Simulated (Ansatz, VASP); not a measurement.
Sn: VASP beside Ansatz

```
Sn
1.0
    -2.89628    2.89628    1.57997
     2.89628   -2.89628    1.57997
     2.89628    2.89628   -1.57997
Sn
2
Direct
  0.00000 0.00000 0.00000
  0.75000 0.25000 0.50000
```

Change from the starting cell: volume scaled by 0.98.

Alike in both runs: task single point; functional LDA; k mesh 15 × 15 × 15; occupations fermi-dirac, width 0.05 eV; no spin polarisation.

```csv
,VASP,Ansatz
version,VASP 6.6.1,Ansatz 0.2.0
potentials or method,"VASP PAW LDA potentials, release 64 (Sn_d), cutoff 520 eV","all-electron LAPW, scalar-relativistic"
```

Ansatz gave:

```
pressure (GPa)                                                : -0.7
traceless stress, the component that is largest in VASP (GPa) : -0.68
```

**Question.** Which values does VASP return?

**Answer.** Pressure (GPa): -0.7; traceless stress, the component that is largest in VASP (GPa): -0.66.

LDA's correlation is that of Perdew and Zunger in VASP and of Perdew and Wang (1992) in Ansatz. Ansatz ran all-electron here, and VASP with PAW potentials.
